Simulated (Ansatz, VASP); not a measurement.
# One calculation of TaN, two programs

Contents of INCAR:

```
PREC     = Accurate       # precision mode
ENCUT    = 520            # plane-wave cutoff, eV
EDIFF    = 1E-6           # SCF threshold, eV
ISMEAR   = 0              # smearing method
SIGMA    = 0.15           # smearing width, eV
LREAL    = F              # projectors in reciprocal space
LASPH    = T              # aspherical terms in the spheres
NELM     = 60             # most SCF steps
ALGO     = Normal         # electronic algorithm
ISIF     = 2              # what is computed and relaxed
LWAVE    = F              # write WAVECAR
LCHARG   = F              # write CHGCAR
GGA      = PE             # functional
NBANDS   = 24             # bands
```

The input KPOINTS:

```
Automatic mesh
0
Gamma
  18 18 8
```

POSCAR

```
TaN
1.0
    3.2733250279      0.0000000000      0.0000000000
   -1.6366625140      2.8347826290      0.0000000000
    0.0000000000      0.0000000000      6.3376392655
Ta N
2 2
Direct
    0.3333333333      0.6666666667      0.0304880884
    0.6666666667      0.3333333333      0.5304880884
    0.3333333333      0.6666666667      0.3545119116
    0.6666666667      0.3333333333      0.8545119116
```

Input for Ansatz:

```yaml
crystal:
  lattice:
    - [3.2733250279, 0.0, 0.0]
    - [-1.636662514, 2.834782629, 0.0]
    - [0.0, 0.0, 6.3376392655]
  atoms:
    - { symbol: Ta, position: [0.3333333333, 0.6666666667, 0.0304880884] }
    - { symbol: Ta, position: [0.6666666667, 0.3333333333, 0.5304880884] }
    - { symbol: "N", position: [0.3333333333, 0.6666666667, 0.3545119116] }
    - { symbol: "N", position: [0.6666666667, 0.3333333333, 0.8545119116] }
basis:
  ecutwfc: 520.0
kpoints:
  mp_grid: { grid: [18, 18, 8] }
hamiltonian:
  xc: pbe
  pseudopotentials: { kind: paw, azcp: { folder: soft_1 } }
scf:
  occupations: { method: gaussian, width: 0.15 }
output:
  forces: true
  stress: true
  eigenvalues: true
```

Alike in both runs: task single point; functional PBE; k mesh 18 × 18 × 8; occupations gaussian, width 0.15 eV; no spin polarisation.

```csv
,VASP,Ansatz
version,VASP 6.6.1,Ansatz 0.2.0
potentials or method,"VASP PAW PBE potentials, release 64 (Ta_pv, N), cutoff 520 eV","scalar-relativistic, plane waves, PAW"
valence electrons in the cell,32,36
```

|  | VASP | Ansatz | Ansatz less VASP |
| --- | --- | --- | --- |
| gap on the k mesh at the Fermi level (eV) | none | none | - |
| pressure (GPa) | -22.5 | -22.9 | -0.33 |
| traceless stress, the component that is largest in VASP (GPa) | -5.21 | -5.41 | -0.203 |
| rms of the force components (eV/Å) | 0.065 | 0.073 | +0.0074 |

Atom by atom the forces differ by 0.007 eV/Å (rms over components). A gap of «none» marks a metal or a gap that the smearing closes. With one functional, cell and mesh, what is left measures potentials, basis and numerics. VASP's potentials hold 32 valence electrons a cell and Ansatz's 36, so a difference there can come from the potentials and not from the codes.

Neither program's run includes spin-orbit coupling.
